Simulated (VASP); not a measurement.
The system is TiAl3.

```
Ti Al
1.0
     2.78171    0.00000    0.00000
     0.00000    4.58570    0.00000
     0.00000    0.00000    4.80070
Ti Al
1 3
Direct
  0.00000 0.50000 0.16592
  0.00000 0.00000 0.83590
  0.50000 0.00000 0.33091
  0.50000 0.50000 0.66727
```

Base run:

| Quantity | Value |
| --- | --- |
| Program | VASP 6.6.1 |
| Functional | r2SCAN |
| Potentials or basis | VASP PAW PBE potentials, release 64 (Ti_sv, Al) |
| Cutoff | 520 eV |
| k mesh | 9 × 6 × 6 |
| Occupations | fermi-dirac, width 0.05 eV |
| Spin | no spin polarisation |

Its results: band gap on the k mesh zero (an odd number of electrons rules out a gap without spin polarisation); pressure 4.8 GPa; largest force 0.085 eV/Å.

Task: The run is repeated on the same cell with these changes: functional from r2SCAN to PBE; further incar settings from ALGO = Normal; EDIFF = 1e-07; NBANDS = 18 to ALGO = Normal; EDIFF = 1e-06; NBANDS = 18. What comes out?

Result: Band gap on the k mesh zero (an odd number of electrons rules out a gap without spin polarisation); pressure 6.9 GPa; largest force 0.071 eV/Å.

Caveats: the cell stands under pressure; the PAW data sets were made with another functional, which shifts forces and pressure a little (at least some runs).
